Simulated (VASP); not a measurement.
**As: relaxation of shape and atoms at fixed volume with PBEsol**

The system is As.

```xyz
2
Lattice="2.8248 0.0000 0.0000 -1.4124 2.4464 0.0000 0.0000 0.0000 4.6867" Properties=species:S:1:pos:R:3 pbc="T T T"
As    0.0000    1.6309    1.1717
As    1.4124    0.8155    3.5150
```

```
Program                : VASP 6.6.1
Task                   : relaxation of shape and atoms at fixed volume
Functional             : PBEsol
Potentials or basis    : VASP PAW PBE potentials, release 64 (As)
Cutoff                 : 600 eV
k mesh                 : 14 × 14 × 8
Occupations            : fermi-dirac, width 0.08 eV
Spin                   : no spin polarisation
Dipole correction      : no
Further INCAR settings : ALGO = Normal; EDIFF = 1e-06; IBRION = 2; EDIFFG = -0.005; NSW = 50; ISIF = 4
```

| Property | Result |
| --- | --- |
| Energy gained by relaxing | 0.0 meV/atom |
| Ionic steps | 3 |
| Pressure after relaxing | 15.8 GPa |
| Band gap on the k mesh | zero (band 5 reaches 14.50 eV, above the bottom of band 6 at 4.16 eV) |

Final structure:
```cif
data_structure
_symmetry_space_group_name_H-M 'P 1'
_symmetry_Int_Tables_number 1
_cell_length_a 2.8266
_cell_length_b 2.8266
_cell_length_c 4.6807
_cell_angle_alpha 90.000
_cell_angle_beta 90.000
_cell_angle_gamma 120.000
_cell_volume 32.39
loop_
_atom_site_label
_atom_site_type_symbol
_atom_site_fract_x
_atom_site_fract_y
_atom_site_fract_z
_atom_site_occupancy
As1 As 0.33333 0.66667 0.25000 1
As2 As 0.66667 0.33333 0.75000 1
```

Levels at points of the mesh, in eV from the Fermi level:
```csv
k point,band 3,band 4,band 5,band 6,band 7,band 8
"(0.00, 0.00, 0.00)",-8.15,5.03,5.03,6.93,6.99,6.99
"(0.50, 0.00, 0.00)",-5.52,-4.21,-3.18,-0.62,0.71,4.94
"(0.00, 0.00, 0.50)",-1.26,-1.26,6.05,6.05,6.05,6.05
"(0.50, 0.00, 0.50)",-7.40,-7.40,2.26,2.26,2.41,2.41
```

Run time: 49 s on 1 thread of AMD EPYC 9R45 (Zen 5) (shared host), peak memory 0.15 GiB.

Caveat: the PAW data sets were made with another functional, which shifts forces and pressure a little.
